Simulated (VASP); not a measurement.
# Sc (P6_3/mmc) in VASP: a series of runs, part 2 of 2

VASP 6.6.1. The steps go on from the part before.

**4. Relaxation of cell and atoms, PBEsol**

This run uses another cell than the first one, of 24.95 Å³/atom, 1.212 times its volume.

INCAR

```
SYSTEM = Sc
ALGO = Normal
EDIFF = 1E-7
EDIFFG = -0.02
ENCUT = 600
GGA = PS
IBRION = 2
ISIF = 3
ISMEAR = 0
LASPH = .True.
LCHARG = .False.
LREAL = .False.
LWAVE = .False.
NELM = 100
NSW = 80
PREC = Accurate
SIGMA = 0.05
```

KPOINTS

```
k-points
0
Gamma
  9 9 5
  0 0 0
```

POSCAR

```
Sc
1.0
    3.2800000000      0.0000000000      0.0000000000
   -1.6400000000      2.8405633244      0.0000000000
    0.0000000000      0.0000000000      5.3562400000
Sc
2
Direct
    0.3333333333      0.6666666667      0.2500000000
    0.6666666667      0.3333333333      0.7500000000
```

Potentials or basis: VASP PAW PBE potentials, release 64 (Sc_sv).

On the command line:

```sh
$ cat potpaw_PBE.64/Sc_sv/POTCAR > POTCAR
$ mpirun -np 1 vasp_std > vasp.out
```

OUTCAR:

```text
SYSTEM = Sc
   EDIFF = 1E-7
   EDIFFG = -0.02
   ENCUT = 600
   GGA = PS
   IBRION = 2
   ISIF = 3
   ISMEAR = 0
   LASPH = .True.
   LREAL = .False.
   NELM = 100
   NSW = 80
   PREC = Accurate

 ion  position               nearest neighbor table
   1  0.333  0.667  0.250-   2 3.28   2 3.28   2 3.28   2 3.28   2 3.28   2 3.28
   2  0.667  0.333  0.750-   1 3.28   1 3.28   1 3.28   1 3.28   1 3.28   1 3.28

  LATTYP: Found a hexagonal cell.
 ALAT       =     3.2800000000
 C/A-ratio  =     1.6330000000

  Lattice vectors:

 A1 = (   3.2800000000,   0.0000000000,   0.0000000000)
 A2 = (  -1.6400000000,   2.8405633244,   0.0000000000)
 A3 = (   0.0000000000,   0.0000000000,   5.3562400000)

Analysis of symmetry for initial positions (statically):
=====================================================================
 Subroutine PRICEL returns:
 Original cell was already a primitive cell.

 Routine SETGRP: Setting up the symmetry group for a
 hexagonal supercell.

 Subroutine GETGRP returns: Found 24 space group operations
 (whereof 12 operations were pure point group operations)
 out of a pool of 24 trial point group operations.

The static configuration has the point symmetry D_3d.
 The point group associated with its full space group is D_6h.

Analysis of symmetry for dynamics (positions and initial velocities):
=====================================================================
 Subroutine PRICEL returns:
 Original cell was already a primitive cell.

 Routine SETGRP: Setting up the symmetry group for a
 hexagonal supercell.

 Subroutine GETGRP returns: Found 24 space group operations
 (whereof 12 operations were pure point group operations)
 out of a pool of 24 trial point group operations.

The dynamic configuration has the point symmetry D_3d.
 The point group associated with its full space group is D_6h.

 Subroutine INISYM returns: Found 24 space group operations
 (whereof 12 operations are pure point group operations),
 and found     1 'primitive' translations

----------------------------------------------------------------------------------------

                                     Primitive cell

  volume of cell :      49.9043

  direct lattice vectors                    reciprocal lattice vectors
     3.280000000  0.000000000  0.000000000     0.304878049  0.176021424  0.000000000
    -1.640000000  2.840563324  0.000000000     0.000000000  0.352042847  0.000000000
     0.000000000  0.000000000  5.356240000     0.000000000  0.000000000  0.186698132

  length of vectors
     3.280000000  3.280000000  5.356240000     0.352042847  0.352042847  0.186698132

  position of ions in fractional coordinates (direct lattice)
     0.333333333  0.666666667  0.250000000
     0.666666667  0.333333333  0.750000000

  ion indices of the primitive-cell ions
   primitive index   ion index
                 1           1
                 2           2

----------------------------------------------------------------------------------------

 KPOINTS: k-points

Automatic generation of k-mesh.
 Grid dimensions read from file:
 generate k-points for:    9    9    5

 Generating k-lattice:

  Cartesian coordinates                     Fractional coordinates (reciprocal lattice)
     0.033875339  0.019557936  0.000000000     0.111111111 -0.000000000  0.000000000
     0.000000000  0.039115872  0.000000000     0.000000000  0.111111111  0.000000000
     0.000000000  0.000000000  0.037339626     0.000000000  0.000000000  0.200000000

  Length of vectors
     0.039115872  0.039115872  0.037339626

  Shift w.r.t. Gamma in fractional coordinates (k-lattice)
     0.000000000  0.000000000  0.000000000

 Subroutine IBZKPT returns following result:
 ===========================================

 Found     36 irreducible k-points:

 Following reciprocal coordinates:
            Coordinates               Weight
  0.000000  0.000000  0.000000      1.000000
  0.111111  0.000000  0.000000      6.000000
  0.222222  0.000000  0.000000      6.000000
  0.333333  0.000000  0.000000      6.000000
  0.444444  0.000000  0.000000      6.000000
  0.111111  0.111111  0.000000      6.000000
[... 16 lines left out ...]
  0.333333  0.222222  0.200000     24.000000
  0.333333  0.333333  0.200000      4.000000
 [... further k-points ...]
   k-points           NKPTS =     36   k-points in BZ     NKDIM =     36   number of bands    NBANDS=     15
   number of dos      NEDOS =    301   number of ions     NIONS =      2
   total plane-waves  NPLWV =  37632
   dimension x,y,z NGX =    28 NGY =   28 NGZ =   48
   dimension x,y,z NGXF=    56 NGYF=   56 NGZF=   96
   ions per type =               2
   NGX,Y,Z   is equivalent  to a cutoff of  14.19, 14.19, 14.90 a.u.
   NGXF,Y,Z  is equivalent  to a cutoff of  28.38, 28.38, 29.80 a.u.
 SYSTEM =  Sc
   PREC   = accura    normal or accurate (medium, high low for compatibility)
   ISTART =      0    job   : 0-new  1-cont  2-samecut
   ICHARG =      2    charge: 1-file 2-atom 10-const
   ISPIN  =      1    spin polarized calculation?
   LNONCOLLINEAR =      F non collinear calculations
   LSORBIT =      F    spin-orbit coupling
   LASPH  =      T    aspherical Exc in radial PAW
   ENCUT  =  600.0 eV  44.10 Ry    6.64 a.u.   6.55  6.55 10.70*2*pi/ulx,y,z
   NELM   =    100;   NELMIN=  2; NELMDL= -5     # of ELM steps
   EDIFF  = 0.1E-06   stopping-criterion for ELM
   LREAL  =      F    real-space projection
   EDIFFG = -.2E-01   stopping-criterion for IOM
   NSW    =     80    number of steps for IOM
   IBRION =      2    ionic relax: 0-MD 1-quasi-New 2-CG
   NFREE  =      1    steps in history (QN), initial steepest desc. (CG)
   ISIF   =      3    stress and relaxation
   ISYM   =      2    0-nonsym 1-usesym 2-fastsym
   POTIM  = 0.5000    time-step for ionic-motion
   TEBEG  =    0.0;   TEEND  =   0.0 temperature during run
   PSTRESS=    0.0 pullay stress
   NELECT =      22.0000    total number of electrons
   NUPDOWN=      -1.0000    fix difference up-down
   EMIN   =  10.00;   EMAX   =-10.00  energy-range for DOS
   EFERMI =   0.00;   METHOD = LEGACY
   ISMEAR =     0;   SIGMA  =   0.05  broadening in eV -4-tet -1-fermi 0-gaus
   EFERMI_NEDOS =   21; number of points for ismear=-14 and -15
   IALGO  =     38    algorithm
   IMIX   =      4    mixing-type and parameters
     AMIX     =   0.40;   BMIX     =  1.00
     AMIX_MAG =   1.60;   BMIX_MAG =  1.00
  volume/ion in A,a.u.               =      24.95       168.39
  Fermi-wavevector in a.u.,A,eV,Ry     =   1.245957  2.354517 21.121794  1.552408
  Thomas-Fermi vector in A             =   2.380156
   LORBIT       =      0    0 simple, 1 ext, 2 COOP (PROOUT), +10 PAW based schemes
   GGA     = PS    functional components
   LHFCALC =     F    Hartree Fock is set to
   AEXX    =    0.0000 exact exchange contribution
   IVDW    =     0    specifies the selected vdW correction
   LEPSILON=     F    determine dielectric tensor
   LRPA    =     F    only Hartree local field effects (RPA)
 conjugate gradient relaxation of ions
 non-spin polarized calculation
 Gauss-broadening in eV      SIGMA  =   0.05
  energy-cutoff  :      600.00
  volume of cell :       49.90
 maximum number of plane-waves:      1713
 NGX is ok and might be reduce to    28
   NGX = 13   NGY = 13   NGZ = 21

--------------------------------------- Ionic step        1  -------------------------------------------

 number of electron      22.0000000 magnetization

 Free energy of the ion-electron system (eV)
  ---------------------------------------------------
  ext. energy  EPLUGINS =         0.00000000
  ---------------------------------------------------
  free energy    TOTEN  =       -13.17304930 eV

  energy without entropy =      -13.16609798  energy(sigma->0) =      -13.16957364

 E-fermi :   3.5051     XC(G=0):  -9.9409

 val. band max:        3.4901719736   @ k =   0.3333   0.1111   0.4000
 cond. band min:       3.5054994589   @ k =   0.4444   0.1111   0.4000
 fundamental gap:      0.0153274853
 Fermi energy:         3.5051316853

 k-point     1 :       0.0000    0.0000    0.0000
  band No.  band energies     occupation
      1     -45.7351      2.00000
      2     -45.6779      2.00000
      3     -24.6220      2.00000
      4     -24.2939      2.00000
      5     -24.2939      2.00000
      6     -24.2433      2.00000
      7     -24.2433      2.00000
      8     -24.2396      2.00000
      9      -1.6114      2.00000
     10       1.7814      2.00000
     11       3.7793      0.00000
     12       5.0791      0.00000
     13       5.1171      0.00000
     14       5.1171      0.00000
     15       5.4929      0.00000
[... 555 lines left out ...]
  energy  without entropy=      -13.2065279830  energy(sigma->0) =      -13.20924798

--------------------------------------- Ionic step        5  -------------------------------------------

 number of electron      22.0000001 magnetization

 Free energy of the ion-electron system (eV)
  ---------------------------------------------------
  ext. energy  EPLUGINS =         0.00000000
  ---------------------------------------------------
  free energy    TOTEN  =       -13.21256578 eV

  energy without entropy =      -13.20736705  energy(sigma->0) =      -13.20996641

 E-fermi :   3.8127     XC(G=0): -10.1560

 val. band max:        3.7887093304   @ k =   0.3333   0.1111   0.4000
 cond. band min:       3.8139493597   @ k =   0.4444   0.1111   0.4000
 fundamental gap:      0.0252400293
 Fermi energy:         3.8126777088

 k-point     1 :       0.0000    0.0000    0.0000
  band No.  band energies     occupation
      1     -45.2941      2.00000
      2     -45.2073      2.00000
      3     -24.2552      2.00000
      4     -23.8554      2.00000
      5     -23.8554      2.00000
      6     -23.7780      2.00000
      7     -23.7780      2.00000
      8     -23.7469      2.00000
      9      -1.3998      2.00000
     10       2.1107      2.00000
     11       4.5394      0.00000
     12       5.4421      0.00000
     13       5.4421      0.00000
     14       5.7284      0.00000
     15       5.9221      0.00000
[... 443 lines left out ...]
  FREE ENERGIE OF THE ION-ELECTRON SYSTEM (eV)
  ---------------------------------------------------
  free  energy   TOTEN  =       -13.2125657812 eV

  energy  without entropy=      -13.2073670484  energy(sigma->0) =      -13.20996641

 reached required accuracy - stopping structural energy minimisation
```

CONTCAR:

```text
Sc
   1.00000000000000
     3.2760852404993006    0.0000000000000000    0.0000000000000000
    -1.6380426202496503    2.8371730432227444   -0.0000000000000000
     0.0000000000000000    0.0000000000000000    5.0940812762567074
  Sc
     2
Direct
     0.3333333332999970    0.6666666667000030    0.2500000000000000
     0.6666666667000030    0.3333333332999970    0.7500000000000000

  0.00000000E+00  0.00000000E+00  0.00000000E+00
  0.00000000E+00  0.00000000E+00  0.00000000E+00
```

It took 3.4 min on 1 thread of AMD EPYC 7R13, shared host; peak memory 0.18 GiB.

What came out:

* Free energy: -13.2126 eV
* Relaxed volume: 23.67 Å³/atom
* Relaxed cell: a = 3.276 Å, b = 3.276 Å, c = 5.094 Å, α = 90.00°, β = 90.00°, γ = 120.00°
* Space group after relaxing (to 0.05 Å): P6_3/mmc (No. 194)
* Energy gained by relaxing: 19.8 meV/atom
* Ionic steps: 5
* Pressure after relaxing: 0.0 GPa
* Band gap on the k mesh: zero (band 11 reaches 4.59 eV, above the bottom of band 12 at 3.26 eV)

Stress tensor (GPa, compression positive):
```
 0.06  0.00  0.00
 0.00  0.06  0.00
 0.00  0.00 -0.04
```

Step by step:
| step | energy change (eV) | largest force (eV/Å) | pressure (GPa) | volume (Å³) |
| --- | --- | --- | --- | --- |
| 1 | 0.0000 | 0.0000 | -2.68 | 49.90 |
| 2 | -0.0344 | 0.0000 | 0.57 | 46.94 |
| 3 | -0.0344 | 0.0000 | 0.53 | 46.97 |
| 4 | -0.0389 | 0.0000 | 0.17 | 47.23 |
| 5 | -0.0395 | 0.0000 | 0.03 | 47.35 |

Final structure:
```yaml
crystal:
  lattice:
    - [3.27609, 0.00000, 0.00000]
    - [-1.63804, 2.83717, 0.00000]
    - [0.00000, 0.00000, 5.09408]
  atoms:
    - { symbol: Sc, position: [0.33333, 0.66667, 0.25000] }
    - { symbol: Sc, position: [0.66667, 0.33333, 0.75000] }
```

Caveat: the PAW data sets were made with another functional, which shifts forces and pressure a little.

**5. Relaxation of cell and atoms, PBEsol, target pressure 10 GPa, at which the enthalpy is minimised**

This run uses another cell than the first one, of 24.95 Å³/atom, 1.212 times its volume.

INCAR

```
PREC = Accurate ; ENCUT = 600
EDIFF = 1E-6 ; ISMEAR = 0
SIGMA = 0.05 ; LREAL = False
LASPH = True ; NELM = 100
ALGO = Normal ; ISIF = 3
LWAVE = False ; LCHARG = False
GGA = PS ; IBRION = 2
NSW = 80 ; EDIFFG = -0.02
PSTRESS = 100.0
```

KPOINTS

```
regular mesh
0
Gamma
  9 9 5
```

POSCAR is that of step 4.

On the command line:

```sh
$ cat potpaw_PBE.64/Sc_sv/POTCAR > POTCAR
$ mpirun -np 1 vasp_std > vasp.out
```

It took 3.6 min on 1 thread of AMD EPYC 7R13, shared host; peak memory 0.18 GiB.

The run converged. Its results:

| Item | Value |
| --- | --- |
| Free energy | -13.0375 eV |
| Relaxed volume | 20.60 Å³/atom |
| Relaxed cell | a = 3.131 Å, b = 3.131 Å, c = 4.852 Å, α = 90.00°, β = 90.00°, γ = 120.00° |
| Space group after relaxing (to 0.05 Å) | P6_3/mmc (No. 194) |
| Energy change on relaxing (the enthalpy is what falls) | +67.8 meV/atom |
| Ionic steps | 6 |
| Pressure after relaxing | 10.0 GPa |
| Band gap on the k mesh | zero (band 11 reaches 5.86 eV, above the bottom of band 12 at 4.02 eV) |

Stress tensor (GPa, compression positive):
```
10.07  0.00  0.00
 0.00 10.07  0.00
 0.00  0.00  9.95
```

Step by step:
```csv
step,energy change (eV),largest force (eV/Å),pressure (GPa),volume (Å³)
1,0.0000,0.0000,-2.68,49.90
2,0.5406,0.0000,20.63,36.95
3,0.1488,0.0000,10.17,41.15
4,0.1397,0.0000,10.09,41.18
5,0.1354,0.0000,10.00,41.21
6,0.1356,0.0000,10.03,41.20
```

Final structure:
```
CELL_PARAMETERS angstrom
3.13149 0.00000 0.00000
-1.56575 2.71195 0.00000
0.00000 0.00000 4.85160
ATOMIC_POSITIONS crystal
Sc 0.33333 0.66667 0.25000
Sc 0.66667 0.33333 0.75000
```

Levels at points of the mesh, in eV from the Fermi level:
```
           k point  band 9  band 10  band 11  band 12  band 13  band 14
(0.00, 0.00, 0.00)   -5.42    -1.90     1.19     1.79     1.79     2.17
```

Caveat: the cell is relaxed towards a set pressure, so the enthalpy falls and the energy may rise; the volume moved by over 15 % at a fixed basis, so the end points are rough; the PAW data sets were made with another functional, which shifts forces and pressure a little.

**6. The runs side by side**

```tsv
task	cell	cutoff (eV)	gap on the mesh (eV)	pressure (GPa)
single point	a = 3.132, b = 3.132, c = 4.846 Å, angles 90.0, 90.0, 120.0°, 2 atoms	520	none	10.0
single point	a = 3.276, b = 3.276, c = 5.087 Å, angles 90.0, 90.0, 120.0°, 2 atoms	520	none	0.0
relaxation of cell and atoms	relaxed from a = 3.280, b = 3.280, c = 5.356 Å, angles 90.0, 90.0, 120.0°, 2 atoms	600	none	0.0
relaxation of cell and atoms	relaxed to 10 GPa from a = 3.280, b = 3.280, c = 5.356 Å, angles 90.0, 90.0, 120.0°, 2 atoms	600	none	10.0
```

Alike in all rows: level PBEsol; potentials or basis VASP PAW PBE potentials, release 64 (Sc_sv); no spin polarisation; k mesh 9 × 9 × 5; smearing gaussian 0.05 eV.

Caveats: the PAW data sets were made with another functional, which shifts forces and pressure a little; the cell is relaxed towards a set pressure, so the enthalpy falls and the energy may rise (some runs); the volume moved by over 15 % at a fixed basis, so the end points are rough (some runs).

Total energies depend on the potentials used, so only differences within one code and one set of settings carry meaning.
